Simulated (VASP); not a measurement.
# CuO (P4/nmm) in VASP: notebook

CuO is run at these levels: PBEsol, RPBE, revPBE, HSE06, PBE0; tasks: single point.

Everything below comes from runs of VASP 6.6.1. Logs are shortened: lines on timing, memory, paths and dates and some standing lists are left out, and cuts for length are marked.

**1. The cell of the first run**

Symmetry: P4/nmm, No. 129, tetragonal system. The conventional cell has a = 3.238 Å, b = 3.238 Å, c = 4.741 Å, α = 90.00°, β = 90.00°, γ = 90.00°. Cu (site symmetry -4m2) has 4 O at 2.05 Å and 4 Cu at 2.29 Å within 2.7 Å. O (site symmetry 4mm) has 4 Cu at 2.05 Å within 2.7 Å.

**2. Single point, PBEsol**

The input, INCAR:

```
PREC = Accurate
ENCUT = 820
EDIFF = 1E-6
ISMEAR = -1
SIGMA = 0.05
LREAL = F
LASPH = T
NELM = 120
ALGO = Normal
ISIF = 2
LWAVE = F
LCHARG = F
GGA = PS
NBANDS = 33
GGA_COMPAT = F
```

The input, KPOINTS:

```
Automatic mesh
0
Gamma
  8 8 6
```

The input, POSCAR:

```
CuO
1.0
    3.2377759293      0.0000000000      0.0000000000
    0.0000000000      3.2377759293      0.0000000000
    0.0000000000      0.0000000000      4.7407223129
Cu O
2 2
Direct
    0.0000000000      0.0000000000      0.0000000000
    0.5000000000      0.5000000000      0.0000000000
    0.5000000000      0.0000000000      0.2670000000
    0.0000000000      0.5000000000      0.7330000000
```

Potentials or basis: VASP PAW PBE potentials, release 64 (Cu_sv_GW, O).

Run with:

```bash
$ cat potpaw_PBE.64/Cu_sv_GW/POTCAR potpaw_PBE.64/O/POTCAR > POTCAR
$ mpirun -np 1 vasp_std > vasp.out
```

OUTCAR:

```text
PREC = Accurate
   ENCUT = 820
   EDIFF = 1E-6
   ISMEAR = -1
   LREAL = F
   LASPH = T
   NELM = 120
   ISIF = 2
   GGA = PS

 ion  position               nearest neighbor table
   1  0.000  0.000  0.000-   3 2.05   4 2.05   4 2.05   3 2.05   2 2.29   2 2.29   2 2.29   2 2.29

   2  0.500  0.500  0.000-   3 2.05   4 2.05   3 2.05   4 2.05   1 2.29   1 2.29   1 2.29   1 2.29

   3  0.500  0.000  0.267-   1 2.05   2 2.05   2 2.05   1 2.05
   4  0.000  0.500  0.733-   1 2.05   2 2.05   1 2.05   2 2.05

  LATTYP: Found a simple tetragonal cell.
 ALAT       =     3.2377759293
 C/A-ratio  =     1.4641909806

  Lattice vectors:

 A1 = (   3.2377759293,   0.0000000000,   0.0000000000)
 A2 = (   0.0000000000,   3.2377759293,   0.0000000000)
 A3 = (   0.0000000000,   0.0000000000,   4.7407223129)

Analysis of symmetry for initial positions (statically):
=====================================================================
 Subroutine PRICEL returns:
 Original cell was already a primitive cell.

 Routine SETGRP: Setting up the symmetry group for a
 simple tetragonal supercell.

 Subroutine GETGRP returns: Found 16 space group operations
 (whereof  8 operations were pure point group operations)
 out of a pool of 16 trial point group operations.

The static configuration has the point symmetry D_2d.
 The point group associated with its full space group is D_4h.

Analysis of symmetry for dynamics (positions and initial velocities):
=====================================================================
 Subroutine PRICEL returns:
 Original cell was already a primitive cell.

 Routine SETGRP: Setting up the symmetry group for a
 simple tetragonal supercell.

 Subroutine GETGRP returns: Found 16 space group operations
 (whereof  8 operations were pure point group operations)
 out of a pool of 16 trial point group operations.

The dynamic configuration has the point symmetry D_2d.
 The point group associated with its full space group is D_4h.

 Subroutine INISYM returns: Found 16 space group operations
 (whereof  8 operations are pure point group operations),
 and found     1 'primitive' translations

----------------------------------------------------------------------------------------

                                     Primitive cell

  volume of cell :      49.6979

  direct lattice vectors                    reciprocal lattice vectors
     3.237775929  0.000000000  0.000000000     0.308853986  0.000000000  0.000000000
     0.000000000  3.237775929  0.000000000     0.000000000  0.308853986  0.000000000
     0.000000000  0.000000000  4.740722313     0.000000000  0.000000000  0.210938320

  length of vectors
     3.237775929  3.237775929  4.740722313     0.308853986  0.308853986  0.210938320

  position of ions in fractional coordinates (direct lattice)
     0.000000000  0.000000000  0.000000000
     0.500000000  0.500000000  0.000000000
     0.500000000  0.000000000  0.267000000
     0.000000000  0.500000000  0.733000000

  ion indices of the primitive-cell ions
   primitive index   ion index
                 1           1
                 2           2
                 3           3
                 4           4

----------------------------------------------------------------------------------------

 KPOINTS: Automatic mesh

Automatic generation of k-mesh.
 Grid dimensions read from file:
 generate k-points for:    8    8    6

 Generating k-lattice:

  Cartesian coordinates                     Fractional coordinates (reciprocal lattice)
     0.038606748  0.000000000  0.000000000     0.125000000  0.000000000  0.000000000
     0.000000000  0.038606748  0.000000000     0.000000000  0.125000000  0.000000000
     0.000000000  0.000000000  0.035156387     0.000000000  0.000000000  0.166666667

  Length of vectors
     0.038606748  0.038606748  0.035156387

  Shift w.r.t. Gamma in fractional coordinates (k-lattice)
     0.000000000  0.000000000  0.000000000

 Subroutine IBZKPT returns following result:
 ===========================================

 Found     60 irreducible k-points:

[... 47 lines left out ...]
  band No.  band energies     occupation
      1    -109.6588      2.00000
      2    -109.6154      2.00000
      3     -67.2628      2.00000
      4     -67.2628      2.00000
      5     -67.1931      2.00000
      6     -67.1549      2.00000
[... 25 lines left out ...]
     32      14.1246      0.00000
     33      16.8411      0.00000

 k-point     2 :       0.1250    0.0000    0.0000
  band No.  band energies     occupation
      1    -109.6571      2.00000
      2    -109.6171      2.00000
      3     -67.2567      2.00000
      4     -67.2562      2.00000
      5     -67.1915      2.00000
      6     -67.1563      2.00000
[... 25 lines left out ...]
     32      14.9745      0.00000
     33      16.6427      0.00000

 k-point     3 :       0.2500    0.0000    0.0000
  band No.  band energies     occupation
      1    -109.6524      2.00000
      2    -109.6217      2.00000
      3     -67.2388      2.00000
      4     -67.2372      2.00000
      5     -67.1872      2.00000
      6     -67.1604      2.00000
[... 25 lines left out ...]
     32      15.7102      0.00000
     33      16.0861      0.00000

 k-point     4 :       0.3750    0.0000    0.0000
  band No.  band energies     occupation
      1    -109.6453      2.00000
      2    -109.6286      2.00000
      3     -67.2112      2.00000
      4     -67.2086      2.00000
      5     -67.1809      2.00000
      6     -67.1663      2.00000
[... 25 lines left out ...]
     32      14.9733      0.00000
     33      15.8433      0.00000

 k-point     5 :       0.5000    0.0000    0.0000
  band No.  band energies     occupation
      1    -109.6370      2.00000
      2    -109.6370      2.00000
      3     -67.1781      2.00000
      4     -67.1781      2.00000
      5     -67.1751      2.00000
      6     -67.1751      2.00000
[... 604 lines left out ...]
 k-point    22 :       0.2500    0.1250    0.1667
  band No.  band energies     occupation
      1    -109.6512      2.00000
      2    -109.6228      2.00000
      3     -67.2623      2.00000
      4     -67.2043      2.00000
      5     -67.1862      2.00000
      6     -67.1613      2.00000
[... 25 lines left out ...]
     32      15.1777      0.00000
     33      17.2764      0.00000

 k-point    23 :       0.3750    0.1250    0.1667
  band No.  band energies     occupation
      1    -109.6446      2.00000
      2    -109.6292      2.00000
      3     -67.2454      2.00000
      4     -67.1834      2.00000
      5     -67.1804      2.00000
      6     -67.1696      2.00000
[... 25 lines left out ...]
     32      15.2895      0.00000
     33      16.3054      0.00000

 k-point    24 :       0.5000    0.1250    0.1667
  band No.  band energies     occupation
      1    -109.6369      2.00000
      2    -109.6369      2.00000
      3     -67.2177      2.00000
      4     -67.2177      2.00000
      5     -67.1736      2.00000
      6     -67.1736      2.00000
[... 25 lines left out ...]
     32      14.9944      0.00000
     33      16.3356      0.00000

 [... further k-points ...]
[... 5 lines left out ...]
  --------------------------------------------------------------------------------------
  -------------------------------------------------------------------------------------
  Total        3.1730925      3.1730925     -5.8265259      0.0000000      0.0000000      0.0000000
  in kB      102.2951894    102.2951894   -187.8374430      0.0000000      0.0000000      0.0000000
  external PRESSURE =       5.5843119 kB  Pullay stress =       0.0000000 kB

 VOLUME and BASIS-vectors are now :
 -----------------------------------------------------------------------------
  energy-cutoff  :      820.00
  volume of cell :       49.70
      direct lattice vectors                 reciprocal lattice vectors
     3.237775929  0.000000000  0.000000000     0.308853986  0.000000000  0.000000000
     0.000000000  3.237775929  0.000000000     0.000000000  0.308853986  0.000000000
     0.000000000  0.000000000  4.740722313     0.000000000  0.000000000  0.210938320

 POSITION                                       TOTAL-FORCE (eV/Angst)
 -----------------------------------------------------------------------------------
      0.00000      0.00000      0.00000         0.000000      0.000000      0.000000
      1.61889      1.61889      0.00000        -0.000000     -0.000000      0.000000
      1.61889      0.00000      1.26577         0.000000     -0.000000     -1.912821
      0.00000      1.61889      3.47495         0.000000      0.000000      1.912821
 -----------------------------------------------------------------------------------
    total drift:                                0.000000      0.000000      0.000000

  FREE ENERGIE OF THE ION-ELECTRON SYSTEM (eV)
  ---------------------------------------------------
  free  energy   TOTEN  =       -18.1987219664 eV

  energy  without entropy=      -18.1377499683  energy(sigma->0) =      -18.16823597
```

Wall time 2.6 min (1 thread of Intel Xeon Platinum 8375C at 2.90GHz (Ice Lake), shared host); peak memory 0.33 GiB.

What came out:

| Quantity | Value |
| --- | --- |
| Free energy | -18.1987 eV |
| Pressure | 0.6 GPa |
| Largest force | 1.913 eV/Å |
| Band gap on the k mesh | zero (bands 25 and 26 overlap by 0.79 eV) |

Forces on the atoms (eV/Å):
```
Cu   0.000  0.000  0.000
Cu   0.000  0.000  0.000
O    0.000  0.000 -1.913
O    0.000  0.000  1.913
```

Levels at points of the mesh, in eV from the Fermi level:
| k point | band 21 | band 22 | band 23 | band 24 | band 25 | band 26 | band 27 | band 28 | band 29 | band 30 |
| --- | --- | --- | --- | --- | --- | --- | --- | --- | --- | --- |
| (0.00, 0.00, 0.00) | -1.01 | -1.01 | -0.48 | -0.28 | 0.40 | 0.40 | 1.00 | 6.25 | 10.41 | 10.41 |
| (0.50, 0.00, 0.00) | -2.16 | -2.16 | -0.23 | -0.23 | 0.00 | 0.00 | 4.92 | 4.92 | 10.23 | 10.23 |
| (0.50, 0.50, 0.00) | -1.56 | -1.56 | -1.42 | -1.42 | -0.39 | -0.39 | 5.35 | 5.35 | 8.66 | 8.66 |
| (0.00, 0.00, 0.50) | -0.91 | -0.91 | -0.67 | -0.48 | 0.24 | 0.24 | 2.54 | 5.38 | 10.40 | 10.40 |
| (0.50, 0.00, 0.50) | -2.19 | -2.19 | 0.03 | 0.03 | 0.09 | 0.09 | 4.75 | 4.75 | 9.37 | 9.37 |
| (0.50, 0.50, 0.50) | -1.64 | -1.64 | -1.56 | -1.56 | -0.28 | -0.28 | 6.20 | 6.20 | 8.66 | 8.66 |

Caveat: the stress differs along the axes, from -19 to 10 GPa; the PAW data sets were made with another functional, which shifts forces and pressure a little; semilocal functionals often make such compounds metallic where correlation or magnetic order opens a gap, which also shifts bond lengths. With open d or f shells a metallic result of PBEsol can be an artefact of self-interaction; +U or a hybrid may open a gap.

**3. Single point, RPBE**

This run uses another cell than the first one, of 11.72 Å³/atom.

The input, INCAR:

```
ALGO = Normal
EDIFF = 1E-6
ENCUT = 1340
GGA = RP
GGA_COMPAT = False
ISIF = 2
ISMEAR = -1
LASPH = True
LCHARG = False
LREAL = False
LWAVE = False
NBANDS = 33
NELM = 120
PREC = Accurate
SIGMA = 0.05
```

The input, KPOINTS:

```
k-points
0
Gamma
  5 5 4
```

The input, POSCAR:

```
CuO
1.0
    3.1754955000      0.0000000000      0.0000000000
    0.0000000000      3.1754955000      0.0000000000
    0.0000000000      0.0000000000      4.6495318700
Cu O
2 2
Direct
    0.0000000000      0.0000000000      0.0000000000
    0.5000000000      0.5000000000      0.0000000000
    0.5000000000      0.0000000000      0.2670000000
    0.0000000000      0.5000000000      0.7330000000
```

Potentials or basis: VASP PAW PBE potentials, release 64 (Cu_sv_GW, O_h).

Run with:

```bash
$ cat potpaw_PBE.64/Cu_sv_GW/POTCAR potpaw_PBE.64/O_h/POTCAR > POTCAR
$ mpirun -np 1 vasp_std > vasp.out
```

It took 98 s on 1 thread of Intel Xeon Platinum 8488C (Sapphire Rapids), shared host; peak memory 0.36 GiB.

Results (log left out):

```
Free energy            : -14.6290 eV
Pressure               : 21.4 GPa
Largest force          : 0.672 eV/Å
Band gap on the k mesh : zero (bands 25 and 26 overlap by 0.79 eV)
```

Forces on the atoms (eV/Å):
```
Cu   0.000  0.000  0.000
Cu   0.000  0.000  0.000
O    0.000  0.000 -0.672
O    0.000  0.000  0.672
```

Stress tensor (GPa, compression positive):
```
34.17  0.00  0.00
 0.00 34.17  0.00
 0.00  0.00 -4.19
```

Levels at points of the mesh, in eV from the Fermi level:
```tsv
k point	band 21	band 22	band 23	band 24	band 25	band 26	band 27	band 28	band 29	band 30
(0.00, 0.00, 0.00)	-1.06	-1.06	-0.47	-0.33	0.43	0.43	1.23	6.59	10.96	10.96
(0.00, 0.00, 0.50)	-0.95	-0.95	-0.74	-0.47	0.26	0.26	2.77	5.77	10.95	10.95
```

Caveat: the k points lie up to 0.40 Å⁻¹ apart, too coarse for converged energies and pressures of a metal; the PAW data sets were made with another functional, which shifts forces and pressure a little; semilocal functionals often make such compounds metallic where correlation or magnetic order opens a gap, which also shifts bond lengths.

**4. Single point, revPBE**

This run uses another cell than the first one, of 11.72 Å³/atom.

Changes to INCAR since step 3:

```diff
@@ -3,3 +3,3 @@
 ENCUT = 1340
-GGA = RP
+GGA = RE
 GGA_COMPAT = False
```

KPOINTS is that of step 3.

POSCAR is that of step 3.

Run with:

```bash
$ cat potpaw_PBE.64/Cu_sv_GW/POTCAR potpaw_PBE.64/O_h/POTCAR > POTCAR
$ mpirun -np 1 vasp_std > vasp.out
```

It took 2.4 min on 1 thread of Intel Xeon Platinum 8375C at 2.90GHz (Ice Lake), shared host; peak memory 0.36 GiB.

The run converged. Its results:

```yaml
Free_energy: -14.8867 eV
Pressure: 20.2 GPa
Largest_force: 0.736 eV/Å
Band_gap_on_the_k_mesh: zero (bands 25 and 26 overlap by 0.79 eV)
```

Forces on the atoms (eV/Å):
```
Cu   0.000  0.000  0.000
Cu   0.000  0.000  0.000
O    0.000  0.000 -0.736
O    0.000  0.000  0.736
```

Stress tensor (GPa, compression positive):
```
32.86  0.00  0.00
 0.00 32.86  0.00
 0.00  0.00 -5.21
```

Levels at points of the mesh, in eV from the Fermi level:
| k point | band 22 | band 23 | band 24 | band 25 | band 26 | band 27 | band 28 | band 29 |
| --- | --- | --- | --- | --- | --- | --- | --- | --- |
| (0.00, 0.00, 0.00) | -1.06 | -0.48 | -0.33 | 0.43 | 0.43 | 1.20 | 6.56 | 10.95 |
| (0.00, 0.00, 0.50) | -0.95 | -0.74 | -0.48 | 0.26 | 0.26 | 2.76 | 5.74 | 10.94 |

Caveat: the k points lie up to 0.40 Å⁻¹ apart, too coarse for converged energies and pressures of a metal; the PAW data sets were made with another functional, which shifts forces and pressure a little; semilocal functionals often make such compounds metallic where correlation or magnetic order opens a gap, which also shifts bond lengths.

**5. Single point, HSE06**

This run uses another cell than the first one, of 11.72 Å³/atom.

POSCAR is that of step 4.

The input, INCAR.step1:

```
SYSTEM = CuO
  PREC = Accurate
  ENCUT = 520
  EDIFF = 1E-5
  ISMEAR = -1
  SIGMA = 0.05
  LREAL = .False.
  LASPH = .True.
  NELM = 100
  ALGO = Normal
  ISIF = 2
  LWAVE = .True.
  LCHARG = .False.
  NBANDS = 25
  GGA = PE
```

The input, INCAR.step2:

```
SYSTEM = CuO
  PREC = Accurate
  ENCUT = 520
  EDIFF = 1E-6
  ISMEAR = -1
  SIGMA = 0.05
  LREAL = .False.
  LASPH = .True.
  NELM = 100
  ALGO = Normal
  ISIF = 2
  LWAVE = .False.
  LCHARG = .False.
  GGA = PE
  LHFCALC = .True.
  HFSCREEN = 0.2079
  PRECFOCK = Normal
  NBANDS = 25
  ISTART = 1
```

The input, KPOINTS:

```
Automatic mesh
0
Gamma
  5 5 4
  0 0 0
```

Potentials or basis: VASP PAW PBE potentials, release 64 (Cu, O).

Run with:

```bash
$ cat potpaw_PBE.64/Cu/POTCAR potpaw_PBE.64/O/POTCAR > POTCAR
$ cp INCAR.step1 INCAR
$ mpirun -np 1 vasp_std > vasp.out
$ cp INCAR.step2 INCAR
$ mpirun -np 1 vasp_std > vasp.out
```

Run time: 88 min. Hardware: 1 thread of Intel Xeon Platinum 8259CL at 2.50GHz (Skylake/Cascade Lake), shared host; peak memory 0.28 GiB.

Results (log left out):

```
Free energy            : -18.7552 eV
Pressure               : 11.9 GPa
Largest force          : 1.683 eV/Å
Band gap on the k mesh : zero (bands 17 and 18 overlap by 1.78 eV)
```

Forces on the atoms (eV/Å):
```
Cu   0.000  0.000  0.000
Cu   0.000  0.000  0.000
O    0.000  0.000 -1.683
O    0.000  0.000  1.683
```

Stress tensor (GPa, compression positive):
```
 25.53   0.00   0.00
  0.00  25.53   0.00
  0.00   0.00 -15.47
```

Levels at points of the mesh, in eV from the Fermi level:
```csv
k point,band 12,band 13,band 14,band 15,band 16,band 17,band 18,band 19,band 20,band 21
"(0.00, 0.00, 0.00)",-2.14,-1.47,-1.47,-1.22,-0.56,0.99,0.99,2.55,7.94,13.01
"(0.00, 0.00, 0.50)",-2.14,-1.31,-1.31,-1.22,-1.12,0.77,0.77,4.25,7.06,13.01
```

Caveat: the k points lie up to 0.40 Å⁻¹ apart, too coarse for converged energies and pressures of a metal; the PAW data sets were made with another functional, which shifts forces and pressure a little.

**6. Single point, PBE0**

This run uses another cell than the first one, of 11.72 Å³/atom.

POSCAR is that of step 5.

The input, INCAR.step1:

```
SYSTEM = CuO
PREC = Accurate
ENCUT = 520
EDIFF = 1E-5
ISMEAR = -1
SIGMA = 0.05
LREAL = .False.
LASPH = .True.
NELM = 80
ALGO = Normal
ISIF = 2
LWAVE = .True.
LCHARG = .False.
GGA = PE
NBANDS = 25
```

The input, INCAR.step2:

```
SYSTEM = CuO
PREC = Accurate
ENCUT = 520
EDIFF = 1E-7
ISMEAR = -1
SIGMA = 0.05
LREAL = .False.
LASPH = .True.
NELM = 80
ALGO = Normal
ISIF = 2
LWAVE = .False.
LCHARG = .False.
GGA = PE
LHFCALC = .True.
AEXX = 0.25
PRECFOCK = Normal
ISTART = 1
NBANDS = 25
```

The input, KPOINTS:

```
regular mesh
0
Gamma
  5 5 4
  0 0 0
```

Potentials or basis: VASP PAW PBE potentials, release 64 (Cu, O).

Run with:

```bash
$ cat potpaw_PBE.64/Cu/POTCAR potpaw_PBE.64/O/POTCAR > POTCAR
$ cp INCAR.step1 INCAR
$ mpirun -np 1 vasp_std > vasp.out
$ cp INCAR.step2 INCAR
$ mpirun -np 1 vasp_std > vasp.out
```

Wall time 1.6 h (1 thread of Intel Xeon Platinum 8259CL at 2.50GHz (Skylake/Cascade Lake), shared host); peak memory 0.18 GiB.

The run converged. Its results:

- Free energy: -20.1930 eV
- Pressure: 11.6 GPa
- Largest force: 1.648 eV/Å
- Band gap on the k mesh: zero (bands 17 and 18 overlap by 2.56 eV)

Forces on the atoms (eV/Å):
```
Cu   0.000  0.000  0.000
Cu   0.000  0.000  0.000
O    0.000  0.000 -1.648
O    0.000  0.000  1.648
```

Stress tensor (GPa, compression positive):
```
 25.35   0.00   0.00
  0.00  25.35   0.00
  0.00   0.00 -15.95
```

Levels at points of the mesh, in eV from the Fermi level:
| k point | band 12 | band 13 | band 14 | band 15 | band 16 | band 17 | band 18 | band 19 | band 20 | band 21 |
| --- | --- | --- | --- | --- | --- | --- | --- | --- | --- | --- |
| (0.00, 0.00, 0.00) | -2.50 | -1.86 | -1.86 | -1.63 | -0.91 | 1.37 | 1.37 | 2.93 | 8.34 | 13.42 |
| (0.00, 0.00, 0.50) | -2.50 | -1.70 | -1.70 | -1.63 | -1.49 | 1.14 | 1.14 | 4.67 | 7.45 | 13.42 |

Caveat: the k points lie up to 0.40 Å⁻¹ apart, too coarse for converged energies and pressures of a metal; the PAW data sets were made with another functional, which shifts forces and pressure a little.

**7. Summary**

| level | potentials or basis | cell | k mesh | cutoff (eV) | grid for exact exchange (PRECFOCK) | share of exact exchange | screening parameter | gap on the mesh (eV) | pressure (GPa) | largest force (eV/Å) |
| --- | --- | --- | --- | --- | --- | --- | --- | --- | --- | --- |
| PBEsol | VASP PAW PBE potentials, release 64 (Cu_sv_GW, O) | a = 3.238, b = 3.238, c = 4.741 Å, 4 atoms | 8 × 8 × 6 | 820 | - | - | - | none | 0.6 | 1.91 |
| RPBE | VASP PAW PBE potentials, release 64 (Cu_sv_GW, O_h) | a = 3.175, b = 3.175, c = 4.650 Å, 4 atoms | 5 × 5 × 4 | 1340 | - | - | - | none | 21.4 | 0.67 |
| revPBE | VASP PAW PBE potentials, release 64 (Cu_sv_GW, O_h) | a = 3.175, b = 3.175, c = 4.650 Å, 4 atoms | 5 × 5 × 4 | 1340 | - | - | - | none | 20.2 | 0.74 |
| HSE06 | VASP PAW PBE potentials, release 64 (Cu, O) | a = 3.175, b = 3.175, c = 4.650 Å, 4 atoms | 5 × 5 × 4 | 520 | Normal | 0.25 | 0.2079 1/Å | none | 11.9 | 1.68 |
| PBE0 | VASP PAW PBE potentials, release 64 (Cu, O) | a = 3.175, b = 3.175, c = 4.650 Å, 4 atoms | 5 × 5 × 4 | 520 | Normal | 0.25 | - | none | 11.6 | 1.65 |

Alike in all rows: task single point; no spin polarisation; smearing fermi-dirac 0.05 eV.

Caveats: some runs use coarse meshes; the PAW data sets were made with another functional, which shifts forces and pressure a little; semilocal functionals often make such compounds metallic where correlation or magnetic order opens a gap, which also shifts bond lengths (at least some runs); the stress differs along the axes, from -19 to 10 GPa (at least some runs).

Total energies depend on the potentials used, so only differences within one code and one set of settings carry meaning.
